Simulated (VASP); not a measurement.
# KBr (F-43m) in VASP: further runs, part 2 of 2

VASP 6.6.1. The steps go on from the part before.

**3. Single point, PBEsol**

INCAR reads:

```
PREC = Accurate ; ENCUT = 520
EDIFF = 1E-7 ; ISMEAR = 1
SIGMA = 0.5 ; LREAL = False
LASPH = True ; NELM = 60
ALGO = Normal ; ISIF = 2
LWAVE = False ; LCHARG = False
GGA = PS ; NBANDS = 15
```

KPOINTS reads:

```
regular mesh
0
Gamma
  4 4 4
```

POSCAR reads:

```
KBr
1.0
    0.0000000000      3.6882992926      3.6882992926
    3.6882992926      0.0000000000      3.6882992926
    3.6882992926      3.6882992926      0.0000000000
K Br
1 1
Direct
    0.0000000000      0.0000000000      0.0000000000
    0.2500000000      0.2500000000      0.2500000000
```

Potentials or basis: VASP PAW PBE potentials, release 64 (K_sv, Br).

Started as:

```
$ cat potpaw_PBE.64/K_sv/POTCAR potpaw_PBE.64/Br/POTCAR > POTCAR
$ mpirun -np 1 vasp_std > vasp.out
```

OUTCAR:

```text
PREC = Accurate
   ENCUT = 520
   EDIFF = 1E-7
   ISMEAR = 1
   LREAL = False
   LASPH = True
   NELM = 60
   ISIF = 2
   GGA = PS

 ion  position               nearest neighbor table
   1  0.000  0.000  0.000-   2 3.19   2 3.19   2 3.19   2 3.19
   2  0.250  0.250  0.250-   1 3.19   1 3.19   1 3.19   1 3.19

  LATTYP: Found a face centered cubic cell.
 ALAT       =     7.3765985852

  Lattice vectors:

 A1 = (   0.0000000000,   3.6882992926,   3.6882992926)
[... 311 lines left out ...]

------------------------ aborting loop because EDIFF is reached ----------------------------------------

  FORCE on cell =-STRESS in cart. coord.  units (eV):
  Direction    XX          YY          ZZ          XY          YZ          ZX
  --------------------------------------------------------------------------------------
  -------------------------------------------------------------------------------------
  Total       -0.1741174     -0.1741174     -0.1741174      0.0000000     -0.0000000      0.0000000
  in kB       -2.7799972     -2.7799972     -2.7799972      0.0000000     -0.0000000      0.0000000
  external PRESSURE =      -2.7799972 kB  Pullay stress =       0.0000000 kB

 VOLUME and BASIS-vectors are now :
 -----------------------------------------------------------------------------
  energy-cutoff  :      520.00
  volume of cell :      100.35
      direct lattice vectors                 reciprocal lattice vectors
     0.000000000  3.688299293  3.688299293    -0.135563836  0.135563836  0.135563836
     3.688299293  0.000000000  3.688299293     0.135563836 -0.135563836  0.135563836
     3.688299293  3.688299293  0.000000000     0.135563836  0.135563836 -0.135563836

 POSITION                                       TOTAL-FORCE (eV/Angst)
 -----------------------------------------------------------------------------------
      0.00000      0.00000      0.00000         0.000000      0.000000      0.000000
      1.84415      1.84415      1.84415        -0.000000     -0.000000     -0.000000
 -----------------------------------------------------------------------------------
    total drift:                               -0.000000     -0.000000     -0.000000

  FREE ENERGIE OF THE ION-ELECTRON SYSTEM (eV)
  ---------------------------------------------------
  free  energy   TOTEN  =        -6.1566620986 eV

  energy  without entropy=       -6.2497919039  energy(sigma->0) =       -6.18770537
```

OSZICAR:

```text
N       E                     dE             d eps       ncg     rms          rms(c)
DAV:   1     0.102788310531E+03    0.10279E+03   -0.64580E+03   240   0.895E+02
DAV:   2     0.177435422239E+01   -0.10101E+03   -0.92481E+02   296   0.204E+02
DAV:   3    -0.612780380274E+01   -0.79022E+01   -0.79250E+01   317   0.548E+01
DAV:   4    -0.644821344428E+01   -0.32041E+00   -0.32019E+00   415   0.928E+00
DAV:   5    -0.644925751202E+01   -0.10441E-02   -0.10440E-02   324   0.667E-01    0.308E+00
DAV:   6    -0.615923489485E+01    0.29002E+00   -0.38277E-01   331   0.263E+00    0.221E+00
DAV:   7    -0.612866272652E+01    0.30572E-01   -0.18034E-01   331   0.199E+00    0.113E+00
DAV:   8    -0.615090358328E+01   -0.22241E-01   -0.24766E-02   322   0.994E-01    0.212E-01
DAV:   9    -0.615332842959E+01   -0.24248E-02   -0.12547E-03   324   0.188E-01    0.138E-01
DAV:  10    -0.615654116156E+01   -0.32127E-02   -0.30221E-03   240   0.245E-01    0.311E-02
DAV:  11    -0.615662670432E+01   -0.85543E-04   -0.11470E-04   318   0.619E-02    0.105E-02
DAV:  12    -0.615666130526E+01   -0.34601E-04   -0.47139E-05   240   0.388E-02    0.772E-03
DAV:  13    -0.615666142249E+01   -0.11723E-06   -0.11469E-06   347   0.484E-03    0.197E-03
DAV:  14    -0.615666208602E+01   -0.66353E-06   -0.65365E-07   232   0.449E-03    0.734E-04
DAV:  15    -0.615666209859E+01   -0.12567E-07   -0.60037E-08   267   0.143E-03
   1 F= -.61566621E+01 E0= -.61877054E+01  d E =0.931298E-01
```

stdout:

```text
POSCAR found type information on POSCAR K Br
 POSCAR found :  2 types and       2 ions
 scaLAPACK will be used
 -----------------------------------------------------------------------------
|                                                                             |
|                                                                             |
|     You enforced a specific xc type in the INCAR file but a different       |
|     I HOPE YOU KNOW WHAT YOU ARE DOING!                                     |
|                                                                             |
 -----------------------------------------------------------------------------

 LDA part: xc-table for (Slater+PW92), standard interpolation
 POSCAR, INCAR and KPOINTS ok, starting setup
 FFT: planning ... GRIDC
 FFT: planning ... GRID_SOFT
 FFT: planning ... GRID
 WAVECAR not read
 entering main loop
```

Wall time 17 s (1 thread of AMD EPYC 7R13 (Zen 3), shared host); peak memory 0.2 GiB.

What came out:

```yaml
Free_energy: -6.1567 eV
Pressure: -0.3 GPa
Band_gap_on_the_k_mesh: 4.30 eV (least direct gap 4.31 eV)
```

Caveat: the PAW data sets were made with another functional, which shifts forces and pressure a little.

**4. Single point, HSE06**

POSCAR is that of step 3.

INCAR.step1 reads:

```
PREC = Accurate
ENCUT = 520
EDIFF = 1E-5
ISMEAR = 0
SIGMA = 0.01
LREAL = False
LASPH = True
NELM = 80
ALGO = Normal
ISIF = 2
LWAVE = True
LCHARG = False
GGA = PE
NBANDS = 15
```

INCAR.step2 reads:

```
PREC = Accurate
ENCUT = 520
EDIFF = 1E-7
ISMEAR = 0
SIGMA = 0.01
LREAL = False
LASPH = True
NELM = 80
ALGO = Normal
ISIF = 2
LWAVE = False
LCHARG = False
GGA = PE
LHFCALC = True
HFSCREEN = 0.2079
PRECFOCK = Normal
ISTART = 1
NBANDS = 15
```

KPOINTS reads:

```
Automatic mesh
0
Gamma
  4 4 4
```

Started as:

```
$ cat potpaw_PBE.64/K_sv/POTCAR potpaw_PBE.64/Br/POTCAR > POTCAR
$ cp INCAR.step1 INCAR
$ mpirun -np 1 vasp_std > vasp.out
$ cp INCAR.step2 INCAR
$ mpirun -np 1 vasp_std > vasp.out
```

Run time: 12 min. Hardware: 1 thread of AMD EPYC 7R13 (Zen 3), shared host; peak memory 0.32 GiB.

Results (log left out):

```
Free energy            : -6.9720 eV
Pressure               : 0.2 GPa
Band gap on the k mesh : 5.39 eV (least direct gap 5.40 eV)
```

Levels at points of the mesh, in eV from the valence-band top:
| k point | band 5 | band 6 | band 7 | band 8 | band 9 | band 10 | band 11 | band 12 |
| --- | --- | --- | --- | --- | --- | --- | --- | --- |
| (0.00, 0.00, 0.00) | -12.11 | -0.01 | -0.01 | -0.01 | 5.39 | 10.07 | 10.07 | 10.96 |
| (0.50, 0.00, 0.00) | -11.89 | -0.40 | 0.00 | 0.00 | 7.69 | 8.15 | 9.52 | 9.52 |
| (0.50, 0.50, 0.00) | -11.82 | -0.44 | -0.02 | -0.02 | 7.19 | 8.38 | 10.27 | 10.94 |

Caveat: the PAW data sets were made with another functional, which shifts forces and pressure a little. A k mesh can miss the band edges.

**5. Overview**

```tsv
level	smearing	grid for exact exchange (PRECFOCK)	share of exact exchange	screening parameter	gap on the mesh (eV)	pressure (GPa)
PBEsol	gaussian 0.01 eV	-	-	-	4.29	-0.2
PBEsol	methfessel-paxton 0.5 eV	-	-	-	4.30	-0.3
HSE06	gaussian 0.01 eV	Normal	0.25	0.2079 1/Å	5.39	0.2
```

Alike in all rows: task single point; potentials or basis VASP PAW PBE potentials, release 64 (K_sv, Br); no spin polarisation; cell as given; k mesh 4 × 4 × 4; cutoff (eV) 520.

On the cell as given the gap runs from 4.29 eV (PBEsol) to 5.39 eV (HSE06). The pressure there spans -0.3 GPa (PBEsol) to 0.2 GPa (HSE06); a positive pressure means that this level wants a larger cell, a negative one a smaller.

Caveats: the PAW data sets were made with another functional, which shifts forces and pressure a little.

Total energies depend on the potentials used, so only differences within one code and one set of settings carry meaning.
